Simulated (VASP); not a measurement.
# Al (Fm-3m) in VASP: notebook

Runs on Al. Level: PBE+D3(BJ). Tasks: single point.

All numbers are computed with VASP 6.6.1; they aren't measurements. Logs are shortened: lines on timing, memory, paths and dates and some standing lists are left out, and cuts for length are marked.

## 1. The cell of the first run

It takes space group Fm-3m (No. 225, cubic). The conventional cell has a = 3.881 Å, b = 3.881 Å, c = 3.881 Å, α = 90.00°, β = 90.00°, γ = 90.00°. Al (site symmetry m-3m) has 12 Al at 2.74 Å within 3.6 Å.

## 2. Single point, PBE+D3(BJ)

Input file INCAR:

```
ALGO = Normal ; EDIFF = 1E-6
ENCUT = 500 ; GGA = PE
GGA_COMPAT = False ; ISIF = 2
ISMEAR = 1 ; IVDW = 12
LASPH = True ; LCHARG = True
LELF = True ; LREAL = False
LVHAR = True ; LWAVE = False
NBANDS = 8 ; NELM = 120
PREC = Accurate ; SIGMA = 0.05
```

Input file KPOINTS:

```
k-points
0
Gamma
  12 12 12
```

Input file POSCAR:

```
Al
1.0
    0.0000000000      1.9403381767      1.9403381767
    1.9403381767      0.0000000000      1.9403381767
    1.9403381767      1.9403381767      0.0000000000
Al
1
Direct
    0.0000000000      0.0000000000      0.0000000000
```

Potentials or basis: VASP PAW PBE potentials, release 64 (Al).

The run is started by

```sh
$ cat potpaw_PBE.64/Al/POTCAR > POTCAR
$ mpirun -np 1 vasp_std > vasp.out
```

OUTCAR:

```text
EDIFF = 1E-6
   ENCUT = 500
   GGA = PE
   ISIF = 2
   ISMEAR = 1
   IVDW = 12
   LASPH = True
   LREAL = False
   NELM = 120
   PREC = Accurate
 IVDW          = 12

 ion  position               nearest neighbor table
   1  0.000  0.000  0.000-

  LATTYP: Found a face centered cubic cell.
 ALAT       =     3.8806763534

  Lattice vectors:

 A1 = (   0.0000000000,   1.9403381767,   1.9403381767)
 A2 = (   1.9403381767,   0.0000000000,   1.9403381767)
 A3 = (   1.9403381767,   1.9403381767,   0.0000000000)

Analysis of symmetry for initial positions (statically):
=====================================================================
 Subroutine PRICEL returns:
 Original cell was already a primitive cell.

 Routine SETGRP: Setting up the symmetry group for a
 face centered cubic supercell.

 Subroutine GETGRP returns: Found 48 space group operations
 (whereof 48 operations were pure point group operations)
 out of a pool of 48 trial point group operations.

The static configuration has the point symmetry O_h .

Analysis of symmetry for dynamics (positions and initial velocities):
=====================================================================
 Subroutine PRICEL returns:
 Original cell was already a primitive cell.

 Routine SETGRP: Setting up the symmetry group for a
 face centered cubic supercell.

 Subroutine GETGRP returns: Found 48 space group operations
 (whereof 48 operations were pure point group operations)
 out of a pool of 48 trial point group operations.

The dynamic configuration has the point symmetry O_h .

 Subroutine INISYM returns: Found 48 space group operations
 (whereof 48 operations are pure point group operations),
 and found     1 'primitive' translations

----------------------------------------------------------------------------------------

                                     Primitive cell

  volume of cell :      14.6104

  direct lattice vectors                    reciprocal lattice vectors
     0.000000000  1.940338177  1.940338177    -0.257687039  0.257687039  0.257687039
     1.940338177  0.000000000  1.940338177     0.257687039 -0.257687039  0.257687039
     1.940338177  1.940338177  0.000000000     0.257687039  0.257687039 -0.257687039

  length of vectors
     2.744052565  2.744052565  2.744052565     0.446327045  0.446327045  0.446327045

[... 78 lines left out ...]
   EDIFF  = 0.1E-05   stopping-criterion for ELM
   LREAL  =      F    real-space projection
   EDIFFG = 0.1E-04   stopping-criterion for IOM
   NSW    =      0    number of steps for IOM
   IBRION =     -1    ionic relax: 0-MD 1-quasi-New 2-CG
   NFREE  =      0    steps in history (QN), initial steepest desc. (CG)
   ISIF   =      2    stress and relaxation
   ISYM   =      2    0-nonsym 1-usesym 2-fastsym
   POTIM  = 0.5000    time-step for ionic-motion
   TEBEG  =    0.0;   TEEND  =   0.0 temperature during run
   PSTRESS=    0.0 pullay stress
   NELECT =       3.0000    total number of electrons
   NUPDOWN=      -1.0000    fix difference up-down
   EMIN   =  10.00;   EMAX   =-10.00  energy-range for DOS
   EFERMI =   0.00;   METHOD = LEGACY
   ISMEAR =     1;   SIGMA  =   0.05  broadening in eV -4-tet -1-fermi 0-gaus
   EFERMI_NEDOS =   21; number of points for ismear=-14 and -15
   IALGO  =     38    algorithm
   IMIX   =      4    mixing-type and parameters
     AMIX     =   0.40;   BMIX     =  1.00
     AMIX_MAG =   1.60;   BMIX_MAG =  1.00
  volume/ion in A,a.u.               =      14.61        98.60
  Fermi-wavevector in a.u.,A,eV,Ry     =   0.965816  1.825128 12.691527  0.932801
  Thomas-Fermi vector in A             =   2.095565
   LORBIT       =      0    0 simple, 1 ext, 2 COOP (PROOUT), +10 PAW based schemes
   GGA     = PE    functional components
   LHFCALC =     F    Hartree Fock is set to
   AEXX    =    0.0000 exact exchange contribution
   IVDW    =    12    specifies the selected vdW correction
   LEPSILON=     F    determine dielectric tensor
   LRPA    =     F    only Hartree local field effects (RPA)
 non-spin polarized calculation
 Methfessel and Paxton  Order N= 1 SIGMA  =   0.05
  energy-cutoff  :      500.00
  volume of cell :       14.61
 maximum number of plane-waves:       388
   NGX =  9   NGY =  9   NGZ =  9

 number of electron       3.0000000 magnetization

 Free energy of the ion-electron system (eV)
  ---------------------------------------------------
  ext. energy  EPLUGINS =         0.00000000
  ---------------------------------------------------
  free energy    TOTEN  =        -3.68487248 eV

  energy without entropy =       -3.68451507  energy(sigma->0) =       -3.68475334

 E-fermi :   9.2234     XC(G=0): -10.6446

 val. band max:        9.2208649716   @ k =  -0.4167   0.4167   0.0833
 cond. band min:       9.2565752074   @ k =  -0.3333   0.4167   0.0833
 fundamental gap:      0.0357102358
 Fermi energy:         9.2234184500

 k-point     1 :       0.0000    0.0000    0.0000
  band No.  band energies     occupation
      1      -2.6722      2.00000
      2      22.6460      0.00000
      3      22.6460      0.00000
      4      22.6460      0.00000
      5      25.1095      0.00000
      6      25.1095      0.00000
      7      25.1095      0.00000
      8      26.7063      0.00000
[... 243 lines left out ...]
 k-point    24 :      -0.4167    0.1667    0.0000
  band No.  band energies     occupation
      1       4.3889      2.00000
      2       6.0275      2.00000
      3      15.2761      0.00000
      4      18.8966      0.00000
      5      20.9059      0.00000
      6      25.8616      0.00000
      7      28.9152      0.00000
      8      31.8663      0.00000

 [... further k-points ...]

------------------------ aborting loop because EDIFF is reached ----------------------------------------

 Edisp (eV)   -0.38174

 E8    (eV) :    -0.1711

  FORCE on cell =-STRESS in cart. coord.  units (eV):
  Direction    XX          YY          ZZ          XY          YZ          ZX
  --------------------------------------------------------------------------------------
  -------------------------------------------------------------------------------------
  Total       0.73164     0.73164     0.73164     0.00000    -0.00000     0.00000
  in kB      80.23128    80.23128    80.23128     0.00000    -0.00000     0.00000
  external pressure =       80.23 kB  Pullay stress =        0.00 kB

 VOLUME and BASIS-vectors are now :
 -----------------------------------------------------------------------------
  energy-cutoff  :      500.00
  volume of cell :       14.61
      direct lattice vectors                 reciprocal lattice vectors
     0.000000000  1.940338177  1.940338177    -0.257687039  0.257687039  0.257687039
     1.940338177  0.000000000  1.940338177     0.257687039 -0.257687039  0.257687039
     1.940338177  1.940338177  0.000000000     0.257687039  0.257687039 -0.257687039

 POSITION                                       TOTAL-FORCE (eV/Angst)
 -----------------------------------------------------------------------------------
      0.00000      0.00000      0.00000         0.000000      0.000000      0.000000
 -----------------------------------------------------------------------------------
    total drift:                                0.000000      0.000000     -0.000000

  FREE ENERGIE OF THE ION-ELECTRON SYSTEM (eV)
  ---------------------------------------------------
  free  energy   TOTEN  =        -4.0666142273 eV

  energy  without entropy=       -4.0662568161  energy(sigma->0) =       -4.06649509
```

stdout:

```text
POSCAR found type information on POSCAR Al
 POSCAR found :  1 types and       1 ions
 scaLAPACK will be used
 LDA part: xc-table for (Slater+PW92), standard interpolation
 POSCAR, INCAR and KPOINTS ok, starting setup
 FFT: planning ... GRIDC
 FFT: planning ... GRID_SOFT
 FFT: planning ... GRID
 WAVECAR not read
 entering main loop
```

Run time: 9.4 s. Hardware: 1 thread of Intel Xeon 8259CL, shared host; peak memory 0.13 GiB.

Results:

| Item | Value |
| --- | --- |
| Free energy | -4.0666 eV |
| Pressure | 8.0 GPa |
| Dispersion energy per atom | -0.382 eV |

Levels at points of the mesh, in eV from the Fermi level:
```csv
k point,band 1,band 2,band 3,band 4
"(0.00, 0.00, 0.00)",-11.90,13.42,13.42,13.42
"(0.50, 0.00, 0.00)",-4.98,-4.45,12.15,12.15
"(0.50, 0.50, 0.00)",-3.11,-1.54,5.39,6.30
```

Caveat: three body term missing; pairwise dispersion overbinds metals, which lowers pressure and volume.

## 3. Single point, PBE+D3(BJ)

This run uses another cell than the first one, of 15.27 Å³/atom, 1.045 times its volume.

Input file INCAR:

```
PREC = Accurate
ENCUT = 500
EDIFF = 1E-6
ISMEAR = 1
SIGMA = 0.05
LREAL = F
LASPH = T
NELM = 120
ALGO = Normal
ISIF = 2
LWAVE = F
LCHARG = F
GGA = PE
IVDW = 12
NBANDS = 8
GGA_COMPAT = F
```

Input file KPOINTS:

```
regular mesh
0
Gamma
  12 12 12
```

Input file POSCAR:

```
Al
1.0
    0.0000000000      1.9693027183      1.9693027183
    1.9693027183      0.0000000000      1.9693027183
    1.9693027183      1.9693027183      0.0000000000
Al
1
Direct
    0.0000000000      0.0000000000      0.0000000000
```

Potentials or basis: VASP PAW PBE potentials, release 64 (Al).

The run is started by

```sh
$ cat potpaw_PBE.64/Al/POTCAR > POTCAR
$ mpirun -np 1 vasp_std > vasp.out
```

It took 8.4 s on 1 thread of Intel Xeon 8259CL, shared host; peak memory 0.13 GiB.

The run converged. Its results:

```
Free energy                : -4.0905 eV
Pressure                   : 3.6 GPa
Dispersion energy per atom : -0.364 eV
```

Levels at points of the mesh, in eV from the Fermi level:
```tsv
k point	band 1	band 2	band 3	band 4
(0.00, 0.00, 0.00)	-11.57	13.17	13.17	13.17
(0.50, 0.00, 0.00)	-4.79	-4.37	11.94	11.94
(0.50, 0.50, 0.00)	-3.00	-1.51	5.39	6.08
```

Caveat: three body term missing; pairwise dispersion overbinds metals, which lowers pressure and volume.

## 4. Single point, PBE+D3(BJ)

This run uses another cell than the first one, of 15.94 Å³/atom, 1.091 times its volume.

Input file INCAR:

```
  PREC = Accurate
  ENCUT = 500
  EDIFF = 1E-6
  ISMEAR = 1
  SIGMA = 0.05
  LREAL = F
  LASPH = T
  NELM = 120
  ALGO = Normal
  ISIF = 2
  LWAVE = F
  LCHARG = F
  GGA = PE
  IVDW = 12
  NBANDS = 8
  GGA_COMPAT = F
```

Input file KPOINTS:

```
Automatic mesh
0
Gamma
  12 12 12
```

Input file POSCAR:

```
Al
1.0
    0.0000000000      1.9974394157      1.9974394157
    1.9974394157      0.0000000000      1.9974394157
    1.9974394157      1.9974394157      0.0000000000
Al
1
Direct
    0.0000000000      0.0000000000      0.0000000000
```

Potentials or basis: VASP PAW PBE potentials, release 64 (Al).

The run is started by

```sh
$ cat potpaw_PBE.64/Al/POTCAR > POTCAR
$ mpirun -np 1 vasp_std > vasp.out
```

OUTCAR:

```text
PREC = Accurate
   ENCUT = 500
   EDIFF = 1E-6
   ISMEAR = 1
   LREAL = F
   LASPH = T
   NELM = 120
   ISIF = 2
   GGA = PE
   IVDW = 12
 IVDW          = 12

 ion  position               nearest neighbor table
   1  0.000  0.000  0.000-

  LATTYP: Found a face centered cubic cell.
 ALAT       =     3.9948788314

  Lattice vectors:

 A1 = (   0.0000000000,   1.9974394157,   1.9974394157)
 A2 = (   1.9974394157,   0.0000000000,   1.9974394157)
 A3 = (   1.9974394157,   1.9974394157,   0.0000000000)

Analysis of symmetry for initial positions (statically):
=====================================================================
 Subroutine PRICEL returns:
 Original cell was already a primitive cell.

 Routine SETGRP: Setting up the symmetry group for a
 face centered cubic supercell.

 Subroutine GETGRP returns: Found 48 space group operations
 (whereof 48 operations were pure point group operations)
 out of a pool of 48 trial point group operations.

The static configuration has the point symmetry O_h .

Analysis of symmetry for dynamics (positions and initial velocities):
=====================================================================
 Subroutine PRICEL returns:
 Original cell was already a primitive cell.

 Routine SETGRP: Setting up the symmetry group for a
 face centered cubic supercell.

 Subroutine GETGRP returns: Found 48 space group operations
 (whereof 48 operations were pure point group operations)
 out of a pool of 48 trial point group operations.

The dynamic configuration has the point symmetry O_h .

 Subroutine INISYM returns: Found 48 space group operations
 (whereof 48 operations are pure point group operations),
 and found     1 'primitive' translations

----------------------------------------------------------------------------------------

                                     Primitive cell

  volume of cell :      15.9386
[... 109 lines left out ...]
  Fermi-wavevector in a.u.,A,eV,Ry     =   0.938206  1.772953 11.976268  0.880231
  Thomas-Fermi vector in A             =   2.065395
   LORBIT       =      0    0 simple, 1 ext, 2 COOP (PROOUT), +10 PAW based schemes
   GGA     = PE    functional components
   LHFCALC =     F    Hartree Fock is set to
   AEXX    =    0.0000 exact exchange contribution
   IVDW    =    12    specifies the selected vdW correction
   LEPSILON=     F    determine dielectric tensor
   LRPA    =     F    only Hartree local field effects (RPA)
 non-spin polarized calculation
 Methfessel and Paxton  Order N= 1 SIGMA  =   0.05
  energy-cutoff  :      500.00
  volume of cell :       15.94
 maximum number of plane-waves:       419
 NGX is ok and might be reduce to    24
   NGX = 11   NGY = 11   NGZ = 11

 number of electron       3.0000000 magnetization

 Free energy of the ion-electron system (eV)
  ---------------------------------------------------
  ext. energy  EPLUGINS =         0.00000000
  ---------------------------------------------------
  free energy    TOTEN  =        -3.74808465 eV

  energy without entropy =       -3.74804381  energy(sigma->0) =       -3.74807103

 E-fermi :   8.2707     XC(G=0): -10.3216

 val. band max:        8.1427116356   @ k =  -0.3333   0.4167   0.0833
 cond. band min:       8.3028171915   @ k =  -0.4167   0.4167   0.0833
 fundamental gap:      0.1601055559
 Fermi energy:         8.2707134731

 k-point     1 :       0.0000    0.0000    0.0000
  band No.  band energies     occupation
      1      -3.0090      2.00000
      2      21.1801      0.00000
      3      21.1801      0.00000
      4      21.1801      0.00000
      5      22.9391      0.00000
      6      22.9391      0.00000
      7      22.9391      0.00000
      8      25.0861      0.00000
[... 243 lines left out ...]
 k-point    24 :      -0.4167    0.1667    0.0000
  band No.  band energies     occupation
      1       3.7038      2.00000
      2       5.2038      2.00000
      3      13.9847      0.00000
      4      17.3663      0.00000
      5      19.2531      0.00000
      6      23.9988      0.00000
      7      26.8108      0.00000
      8      29.7712      0.00000

 [... further k-points ...]

------------------------ aborting loop because EDIFF is reached ----------------------------------------

 Edisp (eV)   -0.34866

 E8    (eV) :    -0.1560

  FORCE on cell =-STRESS in cart. coord.  units (eV):
  Direction    XX          YY          ZZ          XY          YZ          ZX
  --------------------------------------------------------------------------------------
  -------------------------------------------------------------------------------------
  Total      -0.04583    -0.04583    -0.04583     0.00000     0.00000     0.00000
  in kB      -4.60714    -4.60714    -4.60714     0.00000     0.00000     0.00000
  external pressure =       -4.61 kB  Pullay stress =        0.00 kB

 VOLUME and BASIS-vectors are now :
 -----------------------------------------------------------------------------
  energy-cutoff  :      500.00
  volume of cell :       15.94
      direct lattice vectors                 reciprocal lattice vectors
     0.000000000  1.997439416  1.997439416    -0.250320483  0.250320483  0.250320483
     1.997439416  0.000000000  1.997439416     0.250320483 -0.250320483  0.250320483
     1.997439416  1.997439416  0.000000000     0.250320483  0.250320483 -0.250320483

 POSITION                                       TOTAL-FORCE (eV/Angst)
 -----------------------------------------------------------------------------------
      0.00000      0.00000      0.00000        -0.000000      0.000000      0.000000
 -----------------------------------------------------------------------------------
    total drift:                               -0.000000      0.000000      0.000000

  FREE ENERGIE OF THE ION-ELECTRON SYSTEM (eV)
  ---------------------------------------------------
  free  energy   TOTEN  =        -4.0967396741 eV

  energy  without entropy=       -4.0966988331  energy(sigma->0) =       -4.09672606
```

stdout:

```text
POSCAR found type information on POSCAR Al
 POSCAR found :  1 types and       1 ions
 scaLAPACK will be used
 LDA part: xc-table for (Slater+PW92), standard interpolation
 POSCAR, INCAR and KPOINTS ok, starting setup
 FFT: planning ... GRIDC
 FFT: planning ... GRID_SOFT
 FFT: planning ... GRID
 WAVECAR not read
 entering main loop
```

Run time: 11 s. Hardware: 1 thread of Intel Xeon 8259CL, shared host; peak memory 0.14 GiB.

Results:

| Item | Value |
| --- | --- |
| Free energy | -4.0967 eV |
| Pressure | -0.5 GPa |
| Dispersion energy per atom | -0.349 eV |

Levels at points of the mesh, in eV from the Fermi level:
| k point | band 1 | band 2 | band 3 | band 4 | band 5 |
| --- | --- | --- | --- | --- | --- |
| (0.00, 0.00, 0.00) | -11.28 | 12.91 | 12.91 | 12.91 | 14.67 |
| (0.50, 0.00, 0.00) | -4.64 | -4.33 | 11.72 | 11.72 | 11.88 |
| (0.50, 0.50, 0.00) | -2.91 | -1.51 | 5.36 | 5.86 | 5.86 |

Caveat: three body term missing; pairwise dispersion overbinds metals, which lowers pressure and volume.

## 5. Single point, PBE+D3(BJ)

This run uses another cell than the first one, of 16.60 Å³/atom, 1.136 times its volume.

Input file INCAR:

```
PREC = Accurate
ENCUT = 500
EDIFF = 1E-6
ISMEAR = 1
SIGMA = 0.05
LREAL = F
LASPH = T
NELM = 120
ALGO = Normal
ISIF = 2
LWAVE = F
LCHARG = T
GGA = PE
IVDW = 12
LELF = T
LVHAR = T
NBANDS = 8
GGA_COMPAT = F
```

Input file KPOINTS:

```
regular mesh
0
Gamma
  12 12 12
```

Input file POSCAR:

```
Al
1.0
    0.0000000000      2.0248050000      2.0248050000
    2.0248050000      0.0000000000      2.0248050000
    2.0248050000      2.0248050000      0.0000000000
Al
1
Direct
    0.0000000000      0.0000000000      0.0000000000
```

The run is started by

```sh
$ cat potpaw_PBE.64/Al/POTCAR > POTCAR
$ mpirun -np 1 vasp_std > vasp.out
```

Run time: 13 s. Hardware: 1 thread of Intel Xeon 8259CL, shared host; peak memory 0.14 GiB.

The run converged. Its results:

| Quantity | Value |
| --- | --- |
| Free energy | -4.0879 eV |
| Pressure | -3.7 GPa |
| Dispersion energy per atom | -0.334 eV |

Levels at points of the mesh, in eV from the Fermi level:
```
           k point  band 1  band 2  band 3  band 4  band 5
(0.00, 0.00, 0.00)  -11.00   12.67   12.67   12.67   14.12
(0.50, 0.00, 0.00)   -4.48   -4.28   11.43   11.43   11.52
(0.50, 0.50, 0.00)   -2.82   -1.51    5.34    5.65    5.65
```

Caveat: three body term missing; pairwise dispersion overbinds metals, which lowers pressure and volume.

## 6. Overview

| cell | gap on the mesh (eV) | pressure (GPa) |
| --- | --- | --- |
| a = 2.744 Å, angles 60.0°, 1 atom | none | 8.0 |
| a = 2.785 Å, angles 60.0°, 1 atom | none | 3.6 |
| a = 2.825 Å, angles 60.0°, 1 atom | none | -0.5 |
| a = 2.864 Å, angles 60.0°, 1 atom | none | -3.7 |

Alike in all rows: task single point; level PBE+D3(BJ); potentials or basis VASP PAW PBE potentials, release 64 (Al); no spin polarisation; k mesh 12 × 12 × 12; cutoff (eV) 500; smearing methfessel-paxton 0.05 eV.

Caveats: three body term missing; pairwise dispersion overbinds metals, which lowers pressure and volume.

Absolute energies hang on the potentials; compare differences alone.
